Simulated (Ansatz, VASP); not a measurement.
## One calculation of YZr, two programs

INCAR

```
SYSTEM = YZr
PREC = Accurate
ENCUT = 500
EDIFF = 1E-6
ISMEAR = 1
SIGMA = 0.15
LREAL = .FALSE.
LASPH = .TRUE.
NELM = 120
ALGO = Normal
ISIF = 2
LWAVE = .FALSE.
LCHARG = .FALSE.
NBANDS = 18
GGA_COMPAT = .FALSE.
```

KPOINTS

```
regular mesh
0
G
  8 8 4
  0 0 0
```

The input POSCAR:

```
YZr
1.0
    3.4235830000      0.0000000000      0.0000000000
   -1.7117915000      2.9649098500      0.0000000000
    0.0000000000      0.0000000000      5.4025870000
Y Zr
1 1
Direct
    0.6666666667      0.3333333333      0.5000000000
    0.3333333333      0.6666666667      0.0000000000
```

Input for Ansatz:

```yaml
crystal:
  lattice:
    a: 3.423583
    b: 3.423583
    c: 5.402587
    alpha: 90.0
    beta: 90.0
    gamma: 120.0
  space_group: 187
  atoms:
    - { symbol: "Y", position: [0.6666666666666666, 0.3333333333333333, 0.5] }
    - { symbol: Zr, position: [0.3333333333333333, 0.6666666666666666, 0.0] }
kpoints:
  mp_grid:
    grid: [8, 8, 4]
hamiltonian:
  xc: lda
scf:
  convergence:
    dr2_threshold: 1.0e-07
  occupations:
    method: cold
    width: 0.15
output:
  forces: true
  stress: true
```

Alike in both runs: task single point; functional LDA; k mesh 8 × 8 × 4; no spin polarisation.

|  | VASP | Ansatz |
| --- | --- | --- |
| version | VASP 6.6.1 | Ansatz 0.2.0 |
| potentials or method | VASP PAW LDA potentials, release 64 (Y_sv, Zr_sv) | plane waves, PAW |
| plane-wave cutoff (eV) | 500 | 420 |
| occupations | methfessel-paxton of order 1, width 0.15 eV | cold, width 0.15 eV |
| valence electrons in the cell | 23 | 23 |

```csv
,VASP,Ansatz,Ansatz less VASP
pressure (GPa),-5.3,-5.3,+0.05
"traceless stress, the component that is largest in VASP (GPa)",-0.09,-0.14,-0.052
```

LDA's correlation is that of Perdew and Zunger in VASP and of Perdew and Wang (1992) in Ansatz. Ansatz's warnings: stress scf threshold loose.
